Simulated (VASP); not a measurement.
# V (Im-3m) in VASP: a series of runs

Runs on V. Level: BLYP. Tasks: single point, relaxation of cell and atoms.

Program: VASP 6.6.1. These are calculated values, not measurements. Logs are shortened: lines on timing, memory, paths and dates and some standing lists are left out, and cuts for length are marked.

## 1. The cell of the first run

Symmetry: Im-3m, No. 229, cubic system. The conventional cell has a = 3.027 Å, b = 3.027 Å, c = 3.027 Å, α = 90.00°, β = 90.00°, γ = 90.00°. V (site symmetry m-3m) has 14 V at 2.62 to 3.03 Å within 3.5 Å.

## 2. Single point, BLYP

INCAR reads:

```
SYSTEM = V
PREC     = Accurate       ! precision mode
ENCUT    = 520            ! plane-wave cutoff, eV
EDIFF    = 1E-7           ! SCF threshold, eV
ISMEAR   = -1             ! smearing method
SIGMA    = 0.1            ! smearing width, eV
LREAL    = .False.        ! projectors in reciprocal space
LASPH    = .True.         ! aspherical terms in the spheres
NELM     = 80             ! most SCF steps
ALGO     = Normal         ! electronic algorithm
ISIF     = 2              ! what is computed and relaxed
LWAVE    = .False.        ! write WAVECAR
LCHARG   = .True.         ! write CHGCAR
GGA      = B5             ! functional
ALDAX    = 1.0          
AGGAX    = 1.0          
AGGAC    = 1.0          
ALDAC    = 0.0          
LELF     = .True.         ! ELF
LVHAR    = .True.       
NBANDS   = 12             ! bands
```

KPOINTS reads:

```
regular mesh
0
Gamma
  15 15 15
  0 0 0
```

POSCAR reads:

```
V
1.0
   -1.5133741620      1.5133741620      1.5133741620
    1.5133741620     -1.5133741620      1.5133741620
    1.5133741620      1.5133741620     -1.5133741620
V
1
Direct
    0.0000000000      0.0000000000      0.0000000000
```

Potentials or basis: VASP PAW PBE potentials, release 64 (V_sv).

Command:

```
> cat potpaw_PBE.64/V_sv/POTCAR > POTCAR
> mpirun -np 1 vasp_std > vasp.out
```

OUTCAR:

```text
SYSTEM = V
   PREC = Accurate
   ENCUT = 520
   EDIFF = 1E-7
   ISMEAR = -1
   LREAL = .False.
   LASPH = .True.
   NELM = 80
   ISIF = 2
   GGA = B5

 ion  position               nearest neighbor table
   1  0.000  0.000  0.000-

  LATTYP: Found a body centered cubic cell.
 ALAT       =     3.0267483240

  Lattice vectors:

 A1 = (  -1.5133741620,   1.5133741620,   1.5133741620)
 A2 = (   1.5133741620,  -1.5133741620,   1.5133741620)
 A3 = (   1.5133741620,   1.5133741620,  -1.5133741620)

Analysis of symmetry for initial positions (statically):
=====================================================================
 Subroutine PRICEL returns:
 Original cell was already a primitive cell.

 Routine SETGRP: Setting up the symmetry group for a
 body centered cubic supercell.

 Subroutine GETGRP returns: Found 48 space group operations
 (whereof 48 operations were pure point group operations)
 out of a pool of 48 trial point group operations.

The static configuration has the point symmetry O_h .

Analysis of symmetry for dynamics (positions and initial velocities):
=====================================================================
 Subroutine PRICEL returns:
 Original cell was already a primitive cell.

 Routine SETGRP: Setting up the symmetry group for a
 body centered cubic supercell.

 Subroutine GETGRP returns: Found 48 space group operations
 (whereof 48 operations were pure point group operations)
 out of a pool of 48 trial point group operations.

The dynamic configuration has the point symmetry O_h .

 Subroutine INISYM returns: Found 48 space group operations
 (whereof 48 operations are pure point group operations),
 and found     1 'primitive' translations

----------------------------------------------------------------------------------------

                                     Primitive cell

  volume of cell :      13.8643

  direct lattice vectors                    reciprocal lattice vectors
    -1.513374162  1.513374162  1.513374162     0.000000000  0.330387562  0.330387562
     1.513374162 -1.513374162  1.513374162     0.330387562  0.000000000  0.330387562
     1.513374162  1.513374162 -1.513374162     0.330387562  0.330387562  0.000000000

  length of vectors
     2.621240939  2.621240939  2.621240939     0.467238571  0.467238571  0.467238571

  position of ions in fractional coordinates (direct lattice)
     0.000000000  0.000000000  0.000000000
[... 75 lines left out ...]
   NELM   =     80;   NELMIN=  2; NELMDL= -5     # of ELM steps
   EDIFF  = 0.1E-06   stopping-criterion for ELM
   LREAL  =      F    real-space projection
   EDIFFG = 0.1E-05   stopping-criterion for IOM
   NSW    =      0    number of steps for IOM
   IBRION =     -1    ionic relax: 0-MD 1-quasi-New 2-CG
   NFREE  =      0    steps in history (QN), initial steepest desc. (CG)
   ISIF   =      2    stress and relaxation
   ISYM   =      2    0-nonsym 1-usesym 2-fastsym
   POTIM  = 0.5000    time-step for ionic-motion
   TEBEG  =    0.0;   TEEND  =   0.0 temperature during run
   PSTRESS=    0.0 pullay stress
   NELECT =      13.0000    total number of electrons
   NUPDOWN=      -1.0000    fix difference up-down
   EMIN   =  10.00;   EMAX   =-10.00  energy-range for DOS
   EFERMI =   0.00;   METHOD = LEGACY
   ISMEAR =    -1;   SIGMA  =   0.10  broadening in eV -4-tet -1-fermi 0-gaus
   EFERMI_NEDOS =   21; number of points for ismear=-14 and -15
   IALGO  =     38    algorithm
   IMIX   =      4    mixing-type and parameters
     AMIX     =   0.40;   BMIX     =  1.00
     AMIX_MAG =   1.60;   BMIX_MAG =  1.00
  volume/ion in A,a.u.               =      13.86        93.56
  Fermi-wavevector in a.u.,A,eV,Ry     =   1.602346  3.027995 34.933131  2.567513
  Thomas-Fermi vector in A             =   2.699181
   LORBIT       =      0    0 simple, 1 ext, 2 COOP (PROOUT), +10 PAW based schemes
   GGA     = B5    functional components
   LHFCALC =     F    Hartree Fock is set to
   AEXX    =    0.0000 exact exchange contribution
   IVDW    =     0    specifies the selected vdW correction
   LEPSILON=     F    determine dielectric tensor
   LRPA    =     F    only Hartree local field effects (RPA)
 non-spin polarized calculation
  energy-cutoff  :      520.00
  volume of cell :       13.86
 maximum number of plane-waves:       382
   NGX =  9   NGY =  9   NGZ =  9

 number of electron      12.9999996 magnetization

 Free energy of the ion-electron system (eV)
  ---------------------------------------------------
  ext. energy  EPLUGINS =         0.00000000
  ---------------------------------------------------
  free energy    TOTEN  =        -7.87219791 eV

  energy without entropy =       -7.81335017  energy(sigma->0) =       -7.84277404

 E-fermi :   9.8572     XC(G=0): -12.1959

 val. band max:        9.8456930060   @ k =  -0.3333   0.3333   0.0667
 cond. band min:       9.8933986582   @ k =  -0.4000  -0.4000   0.2000
 fundamental gap:      0.0477056522
 Fermi energy:         9.8571766256

 k-point     1 :       0.0000    0.0000    0.0000
  band No.  band energies     occupation
      1     -53.6417      2.00000
      2     -27.1645      2.00000
      3     -27.1645      2.00000
      4     -27.1645      2.00000
      5       3.4918      2.00000
      6      10.1746      0.08033
      7      10.1746      0.08033
      8      10.1746      0.08032
      9      12.1382      0.00000
     10      12.1382      0.00000
     11      30.2848      0.00000
     12      30.2848      0.00000
[... 331 lines left out ...]
 k-point    24 :       0.4000    0.2000   -0.0000
  band No.  band energies     occupation
      1     -53.4472      2.00000
      2     -27.8902      2.00000
      3     -27.5428      2.00000
      4     -27.2469      2.00000
      5       7.6320      2.00000
      6       8.7929      1.99995
      7       9.8221      1.17364
      8      12.0702      0.00000
      9      12.6742      0.00000
     10      16.0618      0.00000
     11      19.5824      0.00000
     12      23.0122      0.00000

 [... further k-points ...]
[... 5 lines left out ...]
  --------------------------------------------------------------------------------------
  -------------------------------------------------------------------------------------
  Total        0.0243086      0.0243086      0.0243086      0.0000000      0.0000000      0.0000000
  in kB        2.8091328      2.8091328      2.8091328      0.0000000      0.0000000      0.0000000
  external PRESSURE =       2.8091328 kB  Pullay stress =       0.0000000 kB

 VOLUME and BASIS-vectors are now :
 -----------------------------------------------------------------------------
  energy-cutoff  :      520.00
  volume of cell :       13.86
      direct lattice vectors                 reciprocal lattice vectors
    -1.513374162  1.513374162  1.513374162     0.000000000  0.330387562  0.330387562
     1.513374162 -1.513374162  1.513374162     0.330387562  0.000000000  0.330387562
     1.513374162  1.513374162 -1.513374162     0.330387562  0.330387562  0.000000000

 POSITION                                       TOTAL-FORCE (eV/Angst)
 -----------------------------------------------------------------------------------
      0.00000      0.00000      0.00000        -0.000000     -0.000000     -0.000000
 -----------------------------------------------------------------------------------
    total drift:                                0.000000     -0.000000      0.000000

  FREE ENERGIE OF THE ION-ELECTRON SYSTEM (eV)
  ---------------------------------------------------
  free  energy   TOTEN  =        -7.8721979106 eV

  energy  without entropy=       -7.8133501694  energy(sigma->0) =       -7.84277404
```

OSZICAR:

```text
N       E                     dE             d eps       ncg     rms          rms(c)
DAV:   1     0.928693674726E+02    0.92869E+02   -0.70296E+03  2896   0.117E+03
DAV:   2    -0.770557981046E+01   -0.10057E+03   -0.97440E+02  2916   0.331E+02
DAV:   3    -0.904683144187E+01   -0.13413E+01   -0.13372E+01  3228   0.446E+01
DAV:   4    -0.905348303291E+01   -0.66516E-02   -0.66515E-02  3088   0.337E+00
DAV:   5    -0.905356259149E+01   -0.79559E-04   -0.79560E-04  3192   0.346E-01    0.168E+01
DAV:   6    -0.789117065724E+01    0.11624E+01   -0.28694E+00  2968   0.275E+01    0.147E+00
DAV:   7    -0.787802768698E+01    0.13143E-01   -0.32509E-02  2968   0.264E+00    0.106E+00
DAV:   8    -0.787210475799E+01    0.59229E-02   -0.55074E-03  3060   0.109E+00    0.892E-02
DAV:   9    -0.787217701967E+01   -0.72262E-04   -0.20158E-04  2964   0.198E-01    0.333E-02
DAV:  10    -0.787219591720E+01   -0.18898E-04   -0.44205E-05  2996   0.779E-02    0.631E-03
DAV:  11    -0.787219724842E+01   -0.13312E-05   -0.84572E-07  3092   0.156E-02    0.157E-03
DAV:  12    -0.787219781494E+01   -0.56652E-06   -0.90161E-08  2548   0.339E-03    0.730E-04
DAV:  13    -0.787219791062E+01   -0.95685E-07   -0.65029E-09  1484   0.127E-03
   1 F= -.78721979E+01 E0= -.78427740E+01  d E =-.588477E-01
```

Wall time 13 s (1 thread of Intel Xeon 6975P-C (Granite Rapids), shared host); peak memory 0.13 GiB.

What came out:

```
Free energy : -7.8722 eV
Pressure    : 0.3 GPa
```

Levels at points of the mesh, in eV from the Fermi level:
```
           k point  band 2  band 3  band 4  band 5  band 6  band 7  band 8  band 9  band 10  band 11
(0.00, 0.00, 0.00)  -37.02  -37.02  -37.02   -6.37    0.32    0.32    0.32    2.28     2.28    20.43
```

Caveat: the PAW data sets were made with another functional, which shifts forces and pressure a little.

[end of part 1 of 3]
